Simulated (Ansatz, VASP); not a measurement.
## MnRh in VASP and in Ansatz

The input INCAR:

```
SYSTEM = MnRh
ALGO     = Fast           ! electronic algorithm
EDIFF    = 1E-6           ! SCF threshold, eV
ENCUT    = 520            ! plane-wave cutoff, eV
ISIF     = 2              ! what is computed and relaxed
ISMEAR   = 0              ! smearing method
ISPIN    = 2              ! spin polarisation
LASPH    = .True.         ! aspherical terms in the spheres
LCHARG   = .False.        ! write CHGCAR
LMAXMIX  = 4              ! l up to which the mixer works
LORBIT   = 11             ! projections on sites
LREAL    = .False.        ! projectors in reciprocal space
LWAVE    = .False.        ! write WAVECAR
MAGMOM   = 3.52 0.67      ! initial moments
NBANDS   = 25             ! bands
NELM     = 150            ! most SCF steps
PREC     = Accurate       ! precision mode
SIGMA    = 0.2            ! smearing width, eV
```

The input KPOINTS:

```
k-points
0
Gamma
  14 14 14
  0 0 0
```

Contents of POSCAR:

```
MnRh
1.0
    2.9734561268      0.0000000000      0.0000000000
    0.0000000000      2.9734561268      0.0000000000
    0.0000000000      0.0000000000      2.9734561268
Mn Rh
1 1
Direct
    0.0000000000      0.0000000000      0.0000000000
    0.5000000000      0.5000000000      0.5000000000
```

Input for Ansatz:

```yaml
crystal:
  lattice:
    - [2.9734561268, 0.0, 0.0]
    - [0.0, 2.9734561268, 0.0]
    - [0.0, 0.0, 2.9734561268]
  atoms:
    - { symbol: Mn, position: [0.0, 0.0, 0.0], spin: 3.52 }
    - { symbol: Rh, position: [0.5, 0.5, 0.5], spin: 0.67 }
basis:
  ecutwfc: 420
kpoints:
  mp_grid: { grid: [14, 14, 14] }
hamiltonian:
  xc: lda
scf:
  occupations: { method: gaussian, width: 0.2 }
output:
  forces: true
  stress: true
  eigenvalues: true
  populations: true
magnetization:
  spin_polarized: true
```

Alike in both runs: task single point; functional LDA; k mesh 14 × 14 × 14; occupations gaussian, width 0.2 eV; collinear spin.

|  | VASP | Ansatz |
| --- | --- | --- |
| version | VASP 6.6.1 | Ansatz 0.2.0 |
| potentials or method | VASP PAW LDA potentials, release 64 (Mn_pv, Rh_pv), cutoff 520 eV | scalar-relativistic, plane waves, PAW |
| valence electrons in the cell | 28 | 32 |

VASP gave:

- gap on the k mesh at the Fermi level (eV): none
- pressure (GPa): -4.4
- net moment per atom (μB): 1.98
- size of the moment on the site where the two differ most (μB): 3.23

**Question.** What did Ansatz give for the same quantities?

**Answer.** gap on the k mesh at the Fermi level (eV): none; pressure (GPa): -4.3; net moment per atom (μB): 1.99; size of the moment on the site where the two differ most (μB): 3.24.

LDA's correlation is that of Perdew and Zunger in VASP and of Perdew and Wang (1992) in Ansatz. Site moments also hang on the region over which each program counts them. A gap of «none» marks a metal or a gap that the smearing closes. VASP's potentials hold 28 valence electrons a cell and Ansatz's 32, so a difference there can come from the potentials and not from the codes.
